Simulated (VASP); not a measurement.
# TiB2 (P6/mmm) in VASP: a series of runs

Aim: see how the results for TiB2 move with the level of theory and the settings. Levels: BLYP, r2SCAN, revPBE, PBE+D3(BJ). Tasks: single point, relaxation of cell and atoms.

All numbers are computed with VASP 6.6.1; they aren't measurements. Logs are shortened: lines on timing, memory, paths and dates and some standing lists are left out, and cuts for length are marked.

## (1) The cell of the first run

The structure is hexagonal, space group P6/mmm (No. 191). The conventional cell has a = 3.042 Å, b = 3.042 Å, c = 3.294 Å, α = 90.00°, β = 90.00°, γ = 120.00°. Ti (site symmetry 6/mmm) has 12 B at 2.41 Å and 8 Ti at 3.04 to 3.29 Å within 3.3 Å. Within 2.3 Å of B (site symmetry -6m2) lie 3 B at 1.76 Å.

## (2) Single point, BLYP

Input file INCAR:

```
SYSTEM = TiB2
  PREC = Accurate
  ENCUT = 520
  EDIFF = 1E-6
  ISMEAR = -1
  SIGMA = 0.05
  LREAL = .FALSE.
  LASPH = .TRUE.
  NELM = 100
  ALGO = Normal
  ISIF = 2
  LWAVE = .FALSE.
  LCHARG = .FALSE.
  GGA = B5
  ALDAX = 1.0
  AGGAX = 1.0
  AGGAC = 1.0
  ALDAC = 0.0
  NBANDS = 16
```

Input file KPOINTS:

```
regular mesh
0
G
  10 10 8
  0 0 0
```

Input file POSCAR:

```
TiB2
1.0
    3.0422644794      0.0000000000      0.0000000000
   -1.5211322397      2.6346783242      0.0000000000
    0.0000000000      0.0000000000      3.2936758083
Ti B
1 2
Direct
    0.0000000000      0.0000000000      0.0000000000
    0.6666666667      0.3333333333      0.5000000000
    0.3333333333      0.6666666667      0.5000000000
```

Potentials or basis: VASP PAW PBE potentials, release 64 (Ti_sv, B).

Run with:

```
cat potpaw_PBE.64/Ti_sv/POTCAR potpaw_PBE.64/B/POTCAR > POTCAR
mpirun -np 1 vasp_std > vasp.out
```

OUTCAR:

```text
SYSTEM = TiB2
   PREC = Accurate
   ENCUT = 520
   EDIFF = 1E-6
   ISMEAR = -1
   LREAL = .FALSE.
   LASPH = .TRUE.
   NELM = 100
   ISIF = 2
   GGA = B5

 ion  position               nearest neighbor table
   1  0.000  0.000  0.000-   2 2.41   3 2.41   2 2.41   3 2.41   2 2.41   2 2.41   3 2.41   3 2.41
                             2 2.41   2 2.41   3 2.41   3 2.41
   2  0.667  0.333  0.500-   3 1.76   3 1.76   3 1.76   1 2.41   1 2.41   1 2.41   1 2.41   1 2.41
                             1 2.41
   3  0.333  0.667  0.500-   2 1.76   2 1.76   2 1.76   1 2.41   1 2.41   1 2.41   1 2.41   1 2.41
                             1 2.41

  LATTYP: Found a hexagonal cell.
 ALAT       =     3.0422644794
 C/A-ratio  =     1.0826395373

  Lattice vectors:

 A1 = (   3.0422644794,   0.0000000000,   0.0000000000)
 A2 = (  -1.5211322397,   2.6346783242,   0.0000000000)
 A3 = (   0.0000000000,   0.0000000000,   3.2936758083)

Analysis of symmetry for initial positions (statically):
=====================================================================
 Subroutine PRICEL returns:
 Original cell was already a primitive cell.

 Routine SETGRP: Setting up the symmetry group for a
 hexagonal supercell.

 Subroutine GETGRP returns: Found 24 space group operations
 (whereof 24 operations were pure point group operations)
 out of a pool of 24 trial point group operations.

The static configuration has the point symmetry D_6h.

Analysis of symmetry for dynamics (positions and initial velocities):
=====================================================================
 Subroutine PRICEL returns:
 Original cell was already a primitive cell.

 Routine SETGRP: Setting up the symmetry group for a
 hexagonal supercell.

 Subroutine GETGRP returns: Found 24 space group operations
 (whereof 24 operations were pure point group operations)
 out of a pool of 24 trial point group operations.

The dynamic configuration has the point symmetry D_6h.

 Subroutine INISYM returns: Found 24 space group operations
 (whereof 24 operations are pure point group operations),
 and found     1 'primitive' translations

----------------------------------------------------------------------------------------

                                     Primitive cell

  volume of cell :      26.4001

  direct lattice vectors                    reciprocal lattice vectors
     3.042264479  0.000000000  0.000000000     0.328702520  0.189776488  0.000000000
    -1.521132240  2.634678324  0.000000000     0.000000000  0.379552976  0.000000000
     0.000000000  0.000000000  3.293675808     0.000000000  0.000000000  0.303612152

  length of vectors
     3.042264479  3.042264479  3.293675808     0.379552976  0.379552976  0.303612152

  position of ions in fractional coordinates (direct lattice)
     0.000000000  0.000000000  0.000000000
     0.666666667  0.333333333  0.500000000
     0.333333333  0.666666667  0.500000000

  ion indices of the primitive-cell ions
   primitive index   ion index
                 1           1
                 2           2
                 3           3

----------------------------------------------------------------------------------------

 KPOINTS: regular mesh

Automatic generation of k-mesh.
 Grid dimensions read from file:
 generate k-points for:   10   10    8

 Generating k-lattice:

  Cartesian coordinates                     Fractional coordinates (reciprocal lattice)
     0.032870252  0.018977649  0.000000000     0.100000000  0.000000000  0.000000000
     0.000000000  0.037955298  0.000000000     0.000000000  0.100000000  0.000000000
     0.000000000  0.000000000  0.037951519     0.000000000  0.000000000  0.125000000

  Length of vectors
     0.037955298  0.037955298  0.037951519

  Shift w.r.t. Gamma in fractional coordinates (k-lattice)
     0.000000000  0.000000000  0.000000000

 Subroutine IBZKPT returns following result:
 ===========================================

 Found     70 irreducible k-points:

 Following reciprocal coordinates:
            Coordinates               Weight
  0.000000  0.000000  0.000000      1.000000
  0.100000  0.000000  0.000000      6.000000
  0.200000  0.000000  0.000000      6.000000
  0.300000  0.000000  0.000000      6.000000
  0.400000  0.000000  0.000000      6.000000
  0.500000  0.000000  0.000000      3.000000
[... 16 lines left out ...]
  0.300000  0.100000  0.125000     24.000000
  0.400000  0.100000  0.125000     24.000000
 [... further k-points ...]
   k-points           NKPTS =     70   k-points in BZ     NKDIM =     70   number of bands    NBANDS=     16
   number of dos      NEDOS =    301   number of ions     NIONS =      3
   total plane-waves  NPLWV =  13824
   dimension x,y,z NGX =    24 NGY =   24 NGZ =   24
   dimension x,y,z NGXF=    48 NGYF=   48 NGZF=   48
   ions per type =               1   2
   NGX,Y,Z   is equivalent  to a cutoff of  13.11, 13.11, 12.11 a.u.
   NGXF,Y,Z  is equivalent  to a cutoff of  26.23, 26.23, 24.23 a.u.
 SYSTEM =  TiB2
   PREC   = accura    normal or accurate (medium, high low for compatibility)
   ISTART =      0    job   : 0-new  1-cont  2-samecut
   ICHARG =      2    charge: 1-file 2-atom 10-const
   ISPIN  =      1    spin polarized calculation?
   LNONCOLLINEAR =      F non collinear calculations
   LSORBIT =      F    spin-orbit coupling
   LASPH  =      T    aspherical Exc in radial PAW
   ENCUT  =  520.0 eV  38.22 Ry    6.18 a.u.   5.66  5.66  6.12*2*pi/ulx,y,z
   NELM   =    100;   NELMIN=  2; NELMDL= -5     # of ELM steps
   EDIFF  = 0.1E-05   stopping-criterion for ELM
   LREAL  =      F    real-space projection
   EDIFFG = 0.1E-04   stopping-criterion for IOM
   NSW    =      0    number of steps for IOM
   IBRION =     -1    ionic relax: 0-MD 1-quasi-New 2-CG
   NFREE  =      0    steps in history (QN), initial steepest desc. (CG)
   ISIF   =      2    stress and relaxation
   ISYM   =      2    0-nonsym 1-usesym 2-fastsym
   POTIM  = 0.5000    time-step for ionic-motion
   TEBEG  =    0.0;   TEEND  =   0.0 temperature during run
   PSTRESS=    0.0 pullay stress
   NELECT =      18.0000    total number of electrons
   NUPDOWN=      -1.0000    fix difference up-down
   EMIN   =  10.00;   EMAX   =-10.00  energy-range for DOS
   EFERMI =   0.00;   METHOD = LEGACY
   ISMEAR =    -1;   SIGMA  =   0.05  broadening in eV -4-tet -1-fermi 0-gaus
   EFERMI_NEDOS =   21; number of points for ismear=-14 and -15
   IALGO  =     38    algorithm
   IMIX   =      4    mixing-type and parameters
     AMIX     =   0.40;   BMIX     =  1.00
     AMIX_MAG =   1.60;   BMIX_MAG =  1.00
  volume/ion in A,a.u.               =       8.80        59.39
  Fermi-wavevector in a.u.,A,eV,Ry     =   1.440889  2.722885 28.247887  2.076161
  Thomas-Fermi vector in A             =   2.559583
   LORBIT       =      0    0 simple, 1 ext, 2 COOP (PROOUT), +10 PAW based schemes
   GGA     = B5    functional components
   LHFCALC =     F    Hartree Fock is set to
   AEXX    =    0.0000 exact exchange contribution
   IVDW    =     0    specifies the selected vdW correction
   LEPSILON=     F    determine dielectric tensor
   LRPA    =     F    only Hartree local field effects (RPA)
 non-spin polarized calculation
  energy-cutoff  :      520.00
  volume of cell :       26.40
 maximum number of plane-waves:       726
 NGX is ok and might be reduce to    24
   NGX = 11   NGY = 11   NGZ = 13

 number of electron      18.0000003 magnetization

 Free energy of the ion-electron system (eV)
  ---------------------------------------------------
  ext. energy  EPLUGINS =         0.00000000
  ---------------------------------------------------
  free energy    TOTEN  =       -21.74845062 eV

  energy without entropy =      -21.74243260  energy(sigma->0) =      -21.74544161

 E-fermi :  10.0639     XC(G=0): -11.9963

 val. band max:       10.0406319216   @ k =   0.2000   0.2000   0.1250
 cond. band min:      10.0710850163   @ k =   0.4000   0.2000   0.0000
 fundamental gap:      0.0304530948
 Fermi energy:        10.0639235503

 k-point     1 :       0.0000    0.0000    0.0000
  band No.  band energies     occupation
      1     -46.8087      2.00000
      2     -23.3128      2.00000
      3     -23.0035      2.00000
      4     -23.0035      2.00000
      5      -3.0843      2.00000
      6       7.6422      2.00000
[... 8 lines left out ...]
     15      16.0252      0.00000
     16      17.1096      0.00000

 k-point     2 :       0.1000    0.0000    0.0000
  band No.  band energies     occupation
      1     -46.8038      2.00000
      2     -23.3068      2.00000
      3     -23.0399      2.00000
      4     -23.0118      2.00000
      5      -2.8977      2.00000
      6       7.1124      2.00000
[... 8 lines left out ...]
     15      16.9981      0.00000
     16      17.6991      0.00000

 k-point     3 :       0.2000    0.0000    0.0000
  band No.  band energies     occupation
      1     -46.7911      2.00000
      2     -23.2908      2.00000
      3     -23.1344      2.00000
      4     -23.0334      2.00000
      5      -2.3519      2.00000
      6       5.8167      2.00000
[... 8 lines left out ...]
     15      17.7014      0.00000
     16      18.9217      0.00000

 k-point     4 :       0.3000    0.0000    0.0000
  band No.  band energies     occupation
      1     -46.7753      2.00000
      2     -23.2711      2.00000
      3     -23.2493      2.00000
      4     -23.0601      2.00000
      5      -1.4828      2.00000
      6       4.2168      2.00000
[... 8 lines left out ...]
     15      17.2148      0.00000
     16      18.8935      0.00000
[... 324 lines left out ...]
 k-point    22 :       0.2000    0.1000    0.1250
  band No.  band energies     occupation
      1     -46.7792      2.00000
      2     -23.2996      2.00000
      3     -23.1979      2.00000
      4     -23.0579      2.00000
      5      -1.6824      2.00000
      6       5.0410      2.00000
[... 8 lines left out ...]
     15      17.9582      0.00000
     16      19.3548      0.00000

 k-point    23 :       0.3000    0.1000    0.1250
  band No.  band energies     occupation
      1     -46.7649      2.00000
      2     -23.2945      2.00000
      3     -23.2802      2.00000
      4     -23.0886      2.00000
      5      -0.7123      2.00000
      6       3.4777      2.00000
[... 8 lines left out ...]
     15      18.1832      0.00000
     16      19.5621      0.00000

 k-point    24 :       0.4000    0.1000    0.1250
  band No.  band energies     occupation
      1     -46.7560      2.00000
      2     -23.3526      2.00000
      3     -23.2691      2.00000
      4     -23.1075      2.00000
      5       0.4940      2.00000
      6       1.9421      2.00000
[... 8 lines left out ...]
     15      18.4497      0.00000
     16      19.4103      0.00000

 [... further k-points ...]

------------------------ aborting loop because EDIFF is reached ----------------------------------------

  FORCE on cell =-STRESS in cart. coord.  units (eV):
  Direction    XX          YY          ZZ          XY          YZ          ZX
  --------------------------------------------------------------------------------------
  -------------------------------------------------------------------------------------
  Total        0.0418499      0.0418499      0.0700134      0.0000000     -0.0000000      0.0000000
  in kB        2.5397979      2.5397979      4.2489935      0.0000000     -0.0000000      0.0000000
  external PRESSURE =       3.1095298 kB  Pullay stress =       0.0000000 kB

 VOLUME and BASIS-vectors are now :
 -----------------------------------------------------------------------------
  energy-cutoff  :      520.00
  volume of cell :       26.40
      direct lattice vectors                 reciprocal lattice vectors
     3.042264479  0.000000000  0.000000000     0.328702520  0.189776488  0.000000000
    -1.521132240  2.634678324  0.000000000     0.000000000  0.379552976  0.000000000
     0.000000000  0.000000000  3.293675808     0.000000000  0.000000000  0.303612152

 POSITION                                       TOTAL-FORCE (eV/Angst)
 -----------------------------------------------------------------------------------
      0.00000      0.00000      0.00000        -0.000000      0.000000     -0.000000
      1.52113      0.87823      1.64684        -0.000000      0.000000     -0.000000
     -0.00000      1.75645      1.64684         0.000000      0.000000      0.000000
 -----------------------------------------------------------------------------------
    total drift:                               -0.000000      0.000000      0.000000

  FREE ENERGIE OF THE ION-ELECTRON SYSTEM (eV)
  ---------------------------------------------------
  free  energy   TOTEN  =       -21.7484506231 eV

  energy  without entropy=      -21.7424326004  energy(sigma->0) =      -21.74544161
```

It took 50 s on 1 thread of AMD EPYC 7R13, shared host; peak memory 0.13 GiB.

What came out:

| Property | Result |
| --- | --- |
| Free energy | -21.7485 eV |
| Pressure | 0.3 GPa |
| Band gap on the k mesh | zero (bands 9 and 10 overlap by 0.32 eV) |

Caveat: the PAW data sets were made with another functional, which shifts forces and pressure a little.

(Part 1 of 3 ends here.)
